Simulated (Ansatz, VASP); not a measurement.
# InP: VASP beside Ansatz

Contents of INCAR:

```
PREC = Accurate ; ENCUT = 520
EDIFF = 1E-6 ; ISMEAR = 0
SIGMA = 0.05 ; LREAL = F
LASPH = T ; NELM = 60
ALGO = Normal ; ISIF = 2
LWAVE = F ; LCHARG = F
GGA = PE ; NBANDS = 16
```

KPOINTS

```
Automatic mesh
0
Gamma
  10 10 10
```

File POSCAR:

```
InP
1.0
    0.0000000000      3.0247347168      3.0247347168
    3.0247347168      0.0000000000      3.0247347168
    3.0247347168      3.0247347168      0.0000000000
In P
1 1
Direct
    0.0000000000      0.0000000000      0.0000000000
    0.7500000000      0.7500000000      0.7500000000
```

Input for Ansatz:

```yaml
crystal:
  lattice:
    - [0.0, 3.0247347168, 3.0247347168]
    - [3.0247347168, 0.0, 3.0247347168]
    - [3.0247347168, 3.0247347168, 0.0]
  atoms:
    - { symbol: In, position: [0.0, 0.0, 0.0] }
    - { symbol: P, position: [0.75, 0.75, 0.75] }
basis:
  ecutwfc: 420
kpoints:
  mp_grid: { grid: [10, 10, 10] }
hamiltonian:
  xc: pbe
scf:
  occupations: { method: gaussian, width: 0.05 }
output:
  forces: true
  stress: true
  eigenvalues: true
```

Change from the starting cell: strain +0.015 along x and y, +0.015 along z, atoms carried along.

Alike in both runs: task single point; functional PBE; k mesh 10 × 10 × 10; occupations gaussian, width 0.05 eV; no spin polarisation.

|  | VASP | Ansatz |
| --- | --- | --- |
| version | VASP 6.6.1 | Ansatz 0.2.0 |
| potentials or method | VASP PAW PBE potentials, release 64 (In_d, P), cutoff 520 eV | scalar-relativistic, plane waves, PAW |
| valence electrons in the cell | 18 | 18 |

|  | VASP | Ansatz | Ansatz less VASP |
| --- | --- | --- | --- |
| gap on the k mesh at the Fermi level (eV) | 0.19 | 0.20 | +0.003 |
| least direct gap on the mesh (eV) | 0.19 | 0.20 | +0.003 |
| pressure (GPa) | -2.4 | -2.4 | +0.04 |
